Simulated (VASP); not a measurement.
# CdPtC4N4 (P-43m) in VASP: further runs

CdPtC4N4 is run at these levels: PBE; tasks: single point.

All numbers are computed with VASP 6.6.1; they aren't measurements. Logs are shortened: lines on timing, memory, paths and dates and some standing lists are left out, and cuts for length are marked.

### Step 1. The cell of the first run

It takes space group P-43m (No. 215, cubic). Conventional cell: a = 5.980 Å, b = 5.980 Å, c = 5.980 Å, α = 90.00°, β = 90.00°, γ = 90.00°. Within 2.7 Å of Cd (site symmetry -43m) lie 4 C at 2.00 Å. Within 2.7 Å of Pt (site symmetry -43m) lie 4 N at 2.01 Å. C (site symmetry 3m) has 1 N at 1.17 Å within 1.6 Å. N (site symmetry 3m) has 1 C at 1.17 Å within 1.6 Å.

### Step 2. Single point, PBE, collinear spin

INCAR

```
SYSTEM = CdPtC4N4
  PREC = Accurate
  ENCUT = 520
  EDIFF = 1E-7
  ISMEAR = 0
  SIGMA = 0.1
  LREAL = .FALSE.
  LASPH = .TRUE.
  NELM = 150
  ALGO = Normal
  ISIF = 2
  LWAVE = .FALSE.
  LCHARG = .FALSE.
  ISPIN = 2
  MAGMOM = 0 1 0 0 0 0 0 0 0 0
  LORBIT = 11
  LMAXMIX = 4
  GGA = PE
  NBANDS = 44
```

KPOINTS

```
regular mesh
0
G
  4 4 4
  0 0 0
```

POSCAR

```
CdPtC4N4
1.0
    5.9796167400      0.0000000000      0.0000000000
    0.0000000000      5.9796167400      0.0000000000
    0.0000000000      0.0000000000      5.9796167400
Cd Pt C N
1 1 4 4
Direct
    0.0000000000      0.0000000000      0.0000000000
    0.5000000000      0.5000000000      0.5000000000
    0.1932026600      0.1932026600      0.1932026600
    0.1932026600      0.8067973400      0.8067973400
    0.8067973400      0.1932026600      0.8067973400
    0.8067973400      0.8067973400      0.1932026600
    0.3061697400      0.3061697400      0.3061697400
    0.3061697400      0.6938302600      0.6938302600
    0.6938302600      0.3061697400      0.6938302600
    0.6938302600      0.6938302600      0.3061697400
```

Potentials or basis: VASP PAW PBE potentials, release 64 (Cd, Pt, C, N).

Started as:

```
$ cat potpaw_PBE.64/Cd/POTCAR potpaw_PBE.64/Pt/POTCAR potpaw_PBE.64/C/POTCAR potpaw_PBE.64/N/POTCAR > POTCAR
$ mpirun -np 1 vasp_std > vasp.out
```

OUTCAR:

```text
SYSTEM = CdPtC4N4
   PREC = Accurate
   ENCUT = 520
   EDIFF = 1E-7
   ISMEAR = 0
   LREAL = .FALSE.
   LASPH = .TRUE.
   NELM = 150
   ISIF = 2
   ISPIN = 2
   LORBIT = 11
   GGA = PE

 ion  position               nearest neighbor table
   1  0.000  0.000  0.000-   3 2.00   4 2.00   5 2.00   6 2.00
   2  0.500  0.500  0.500-   7 2.01   8 2.01   9 2.01  10 2.01
   3  0.193  0.193  0.193-   7 1.17   1 2.00
   4  0.193  0.807  0.807-   8 1.17   1 2.00
   5  0.807  0.193  0.807-   9 1.17   1 2.00
   6  0.807  0.807  0.193-  10 1.17   1 2.00
   7  0.306  0.306  0.306-   3 1.17   2 2.01
   8  0.306  0.694  0.694-   4 1.17   2 2.01
   9  0.694  0.306  0.694-   5 1.17   2 2.01
  10  0.694  0.694  0.306-   6 1.17   2 2.01

  LATTYP: Found a simple cubic cell.
 ALAT       =     5.9796167400

  Lattice vectors:

 A1 = (   5.9796167400,   0.0000000000,   0.0000000000)
 A2 = (   0.0000000000,   5.9796167400,   0.0000000000)
 A3 = (   0.0000000000,   0.0000000000,   5.9796167400)

Analysis of symmetry for initial positions (statically):
=====================================================================
 Subroutine PRICEL returns:
 Original cell was already a primitive cell.

 Routine SETGRP: Setting up the symmetry group for a
 simple cubic supercell.

 Subroutine GETGRP returns: Found 24 space group operations
 (whereof 24 operations were pure point group operations)
 out of a pool of 48 trial point group operations.

The static configuration has the point symmetry T_d .

Analysis of symmetry for dynamics (positions and initial velocities):
=====================================================================
 Subroutine PRICEL returns:
 Original cell was already a primitive cell.

 Routine SETGRP: Setting up the symmetry group for a
 simple cubic supercell.

 Subroutine GETGRP returns: Found 24 space group operations
 (whereof 24 operations were pure point group operations)
 out of a pool of 48 trial point group operations.

The dynamic configuration has the point symmetry T_d .

Analysis of structural, dynamic, and magnetic symmetry:
=====================================================================
 Subroutine PRICEL returns:
 Original cell was already a primitive cell.

 Routine SETGRP: Setting up the symmetry group for a
 simple cubic supercell.

 Subroutine GETGRP returns: Found 24 space group operations
 (whereof 24 operations were pure point group operations)
 out of a pool of 48 trial point group operations.

The overall configuration has the point symmetry T_d .

 Subroutine INISYM returns: Found 24 space group operations
 (whereof 24 operations are pure point group operations),
 and found     1 'primitive' translations

----------------------------------------------------------------------------------------

                                     Primitive cell

  volume of cell :     213.8061

  direct lattice vectors                    reciprocal lattice vectors
     5.979616740  0.000000000  0.000000000     0.167234798  0.000000000  0.000000000
     0.000000000  5.979616740  0.000000000     0.000000000  0.167234798  0.000000000
     0.000000000  0.000000000  5.979616740     0.000000000  0.000000000  0.167234798

  length of vectors
     5.979616740  5.979616740  5.979616740     0.167234798  0.167234798  0.167234798

  position of ions in fractional coordinates (direct lattice)
     0.000000000  0.000000000  0.000000000
     0.500000000  0.500000000  0.500000000
     0.193202660  0.193202660  0.193202660
     0.193202660  0.806797340  0.806797340
     0.806797340  0.193202660  0.806797340
     0.806797340  0.806797340  0.193202660
     0.306169740  0.306169740  0.306169740
     0.306169740  0.693830260  0.693830260
     0.693830260  0.306169740  0.693830260
     0.693830260  0.693830260  0.306169740

  ion indices of the primitive-cell ions
   primitive index   ion index
                 1           1
                 2           2
                 3           3
                 4           4
                 5           5
                 6           6
                 7           7
                 8           8
                 9           9
                10          10

[... 48 lines left out ...]
   ISTART =      0    job   : 0-new  1-cont  2-samecut
   ICHARG =      2    charge: 1-file 2-atom 10-const
   ISPIN  =      2    spin polarized calculation?
   LNONCOLLINEAR =      F non collinear calculations
   LSORBIT =      F    spin-orbit coupling
   LASPH  =      T    aspherical Exc in radial PAW
   ENCUT  =  520.0 eV  38.22 Ry    6.18 a.u.  11.12 11.12 11.12*2*pi/ulx,y,z
   NELM   =    150;   NELMIN=  2; NELMDL= -5     # of ELM steps
   EDIFF  = 0.1E-06   stopping-criterion for ELM
   LREAL  =      F    real-space projection
   EDIFFG = 0.1E-05   stopping-criterion for IOM
   NSW    =      0    number of steps for IOM
   IBRION =     -1    ionic relax: 0-MD 1-quasi-New 2-CG
   NFREE  =      0    steps in history (QN), initial steepest desc. (CG)
   ISIF   =      2    stress and relaxation
   ISYM   =      2    0-nonsym 1-usesym 2-fastsym
   POTIM  = 0.5000    time-step for ionic-motion
   TEBEG  =    0.0;   TEEND  =   0.0 temperature during run
   PSTRESS=    0.0 pullay stress
   NELECT =      58.0000    total number of electrons
   NUPDOWN=      -1.0000    fix difference up-down
   EMIN   =  10.00;   EMAX   =-10.00  energy-range for DOS
   EFERMI =   0.00;   METHOD = LEGACY
   ISMEAR =     0;   SIGMA  =   0.10  broadening in eV -4-tet -1-fermi 0-gaus
   EFERMI_NEDOS =   21; number of points for ismear=-14 and -15
   IALGO  =     38    algorithm
   IMIX   =      4    mixing-type and parameters
     AMIX     =   0.40;   BMIX     =  1.00
     AMIX_MAG =   1.60;   BMIX_MAG =  1.00
  volume/ion in A,a.u.               =      21.38       144.28
  Fermi-wavevector in a.u.,A,eV,Ry     =   1.059768  2.002671 15.280816  1.123108
  Thomas-Fermi vector in A             =   2.195125
   LORBIT       =     11    0 simple, 1 ext, 2 COOP (PROOUT), +10 PAW based schemes
   GGA     = PE    functional components
   LHFCALC =     F    Hartree Fock is set to
   AEXX    =    0.0000 exact exchange contribution
   IVDW    =     0    specifies the selected vdW correction
   LEPSILON=     F    determine dielectric tensor
   LRPA    =     F    only Hartree local field effects (RPA)
 spin polarized calculation
 Gauss-broadening in eV      SIGMA  =   0.10
  energy-cutoff  :      520.00
  volume of cell :      213.81
 maximum number of plane-waves:      5832
 NGX is ok and might be reduce to    48
   NGX = 23   NGY = 23   NGZ = 23

 number of electron      58.0000006 magnetization       1.9999813

 Free energy of the ion-electron system (eV)
  ---------------------------------------------------
  ext. energy  EPLUGINS =         0.00000000
  ---------------------------------------------------
  free energy    TOTEN  =       -68.24201839 eV

  energy without entropy =      -68.19044225  energy(sigma->0) =      -68.21623032

 E-fermi :  -0.8390     XC(G=0):  -7.2779

 val. band max:       -0.8459253658   @ k =   0.5000   0.2500   0.0000
 cond. band min:      -0.8365813848   @ k =   0.2500   0.2500   0.0000
 fundamental gap:      0.0093439810
 Fermi energy:        -0.8390473286

 spin component 1

 k-point     1 :       0.0000    0.0000    0.0000
  band No.  band energies     occupation
      1     -18.8003      1.00000
      2     -18.6740      1.00000
      3     -18.6740      1.00000
      4     -18.6740      1.00000
      5     -10.1618      1.00000
      6     -10.1618      1.00000
[... 429 lines left out ...]
     40       6.3623      0.00000
     41       6.3623      0.00000
 Fermi energy:        -0.8390473286

 spin component 2

 k-point     1 :       0.0000    0.0000    0.0000
  band No.  band energies     occupation
      1     -18.6731      1.00000
      2     -18.5468      1.00000
      3     -18.5468      1.00000
      4     -18.5467      1.00000
      5     -10.0885      1.00000
      6     -10.0885      1.00000
[... 429 lines left out ...]
     40       6.4665      0.00000
     41       6.4665      0.00000
 [bands above 41 left out]

------------------------ aborting loop because EDIFF is reached ----------------------------------------

  FORCE on cell =-STRESS in cart. coord.  units (eV):
  Direction    XX          YY          ZZ          XY          YZ          ZX
  --------------------------------------------------------------------------------------
  -------------------------------------------------------------------------------------
  Total       10.2062986     10.2062986     10.2062986      0.0000000     -0.0000000      0.0000000
  in kB       76.4819242     76.4819242     76.4819242      0.0000000     -0.0000000      0.0000000
  external PRESSURE =      76.4819242 kB  Pullay stress =       0.0000000 kB

 VOLUME and BASIS-vectors are now :
 -----------------------------------------------------------------------------
  energy-cutoff  :      520.00
  volume of cell :      213.81
      direct lattice vectors                 reciprocal lattice vectors
     5.979616740  0.000000000  0.000000000     0.167234798  0.000000000  0.000000000
     0.000000000  5.979616740  0.000000000     0.000000000  0.167234798  0.000000000
     0.000000000  0.000000000  5.979616740     0.000000000  0.000000000  0.167234798

 POSITION                                       TOTAL-FORCE (eV/Angst)
 -----------------------------------------------------------------------------------
      0.00000      0.00000      0.00000        -0.000000     -0.000000      0.000000
      2.98981      2.98981      2.98981        -0.000000     -0.000000      0.000000
      1.15528      1.15528      1.15528         1.445962      1.445962      1.445962
      1.15528      4.82434      4.82434         1.445962     -1.445962     -1.445962
      4.82434      1.15528      4.82434        -1.445962      1.445962     -1.445962
      4.82434      4.82434      1.15528        -1.445962     -1.445962      1.445962
      1.83078      1.83078      1.83078        -0.204567     -0.204567     -0.204567
      1.83078      4.14884      4.14884        -0.204567      0.204567      0.204567
      4.14884      1.83078      4.14884         0.204567     -0.204567      0.204567
      4.14884      4.14884      1.83078         0.204567      0.204567     -0.204567
 -----------------------------------------------------------------------------------
    total drift:                               -0.000000     -0.000000     -0.000000

  FREE ENERGIE OF THE ION-ELECTRON SYSTEM (eV)
  ---------------------------------------------------
  free  energy   TOTEN  =       -68.2420183886 eV

  energy  without entropy=      -68.1904422526  energy(sigma->0) =      -68.21623032

 total charge

# of ion       s       p       d       tot
------------------------------------------
    1        0.522   0.730   9.503  10.755
    2        0.579   0.775   7.920   9.275
    3        0.966   1.633   0.000   2.599
    4        0.966   1.633   0.000   2.599
    5        0.966   1.633   0.000   2.599
    6        0.966   1.633   0.000   2.599
    7        1.293   2.592   0.000   3.885
    8        1.293   2.592   0.000   3.885
    9        1.293   2.592   0.000   3.885
   10        1.293   2.592   0.000   3.885
--------------------------------------------------
tot         10.139  18.403  17.423  45.965

 magnetization (x)

# of ion       s       p       d       tot
------------------------------------------
    1       -0.000   0.007   0.016   0.023
    2        0.007   0.128   1.090   1.226
    3        0.004   0.048   0.000   0.052
    4        0.004   0.048   0.000   0.052
    5        0.004   0.048   0.000   0.052
    6        0.004   0.048   0.000   0.052
    7        0.013   0.049   0.000   0.063
    8        0.013   0.049   0.000   0.063
    9        0.013   0.049   0.000   0.063
   10        0.013   0.049   0.000   0.063
--------------------------------------------------
tot          0.077   0.526   1.106   1.710
```

Run time: 3.4 min. Hardware: 1 thread of Intel Xeon Platinum 8488C (Sapphire Rapids), shared host; peak memory 0.49 GiB.

Results:

```
Free energy                                           : -68.2420 eV
Pressure                                              : 7.6 GPa
Largest force                                         : 2.504 eV/Å
Band gap on the k mesh                                : zero (filled and empty bands overlap)
Net moment                                            : 2.00 μB per cell
Site moments                                          : Cd +0.02; Pt +1.23; C +0.05; N +0.06 μB
Valence electrons inside the program's atomic spheres : Cd 10.76; Pt 9.28; C 2.60; N 3.88
```

Forces in eV/Å, atoms in the order of the input:
```
Cd   0.000  0.000  0.000
Pt   0.000  0.000  0.000
C    1.446  1.446  1.446
C    1.446 -1.446 -1.446
C   -1.446  1.446 -1.446
C   -1.446 -1.446  1.446
N   -0.205 -0.205 -0.205
N   -0.205  0.205  0.205
N    0.205 -0.205  0.205
N    0.205  0.205 -0.205
```

Caveat: the cell stands under pressure; spin-orbit coupling is left out, which moves the levels of the heavy elements; forces of over 1 eV/Å act on the atoms, so gaps and moduli don't describe the material at rest.

(Part 1 of 2 ends here.)
